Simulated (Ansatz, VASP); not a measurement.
Two plane-wave programs on Si16O

```
Si O
1.0
     0.00000    5.43000    5.43000
     5.43000    0.00000    5.43000
     5.43000    5.43000    0.00000
Si O
16 1
Direct
  0.00717 0.94556 0.00254
  0.12042 0.08133 0.12469
  0.99923 0.01009 0.48862
  0.12835 0.11369 0.62912
  0.96118 0.55109 0.97383
  0.13338 0.57387 0.13468
  0.99880 0.48931 0.50819
  0.12428 0.64053 0.60736
  0.47770 0.04836 0.97501
  0.63251 0.12494 0.11505
  0.50246 0.00299 0.48961
  0.62329 0.14468 0.60105
  0.50500 0.50084 0.99417
  0.59082 0.67746 0.10686
  0.49806 0.52018 0.48030
  0.62443 0.62859 0.61947
  0.94991 0.31597 0.03207
```

Alike in both runs: functional PBE; k mesh 2 × 2 × 2; occupations fermi-dirac, width 0.02 eV; collinear spin.

Ansatz relaxed the structure, and its values are those at the end. VASP's run is a single point on that final structure, the one shown.

```csv
,VASP,Ansatz
version,VASP 6.6.1,Ansatz 0.2.0
potentials or method,"VASP PAW PBE potentials, release 64 (Si, O), cutoff 520 eV","scalar-relativistic, plane waves, PAW"
valence electrons in the cell,70,70
```

|  | VASP | Ansatz | Ansatz less VASP |
| --- | --- | --- | --- |
| rms of the force components (eV/Å) | 0.020 | 0.016 | -0.0037 |
| net moment per atom (μB) | 0.00 | 0.00 | 0.000 |

Ansatz's warnings: seeded moment not kept.

The k mesh is coarse, so the values compare programs but aren't converged.
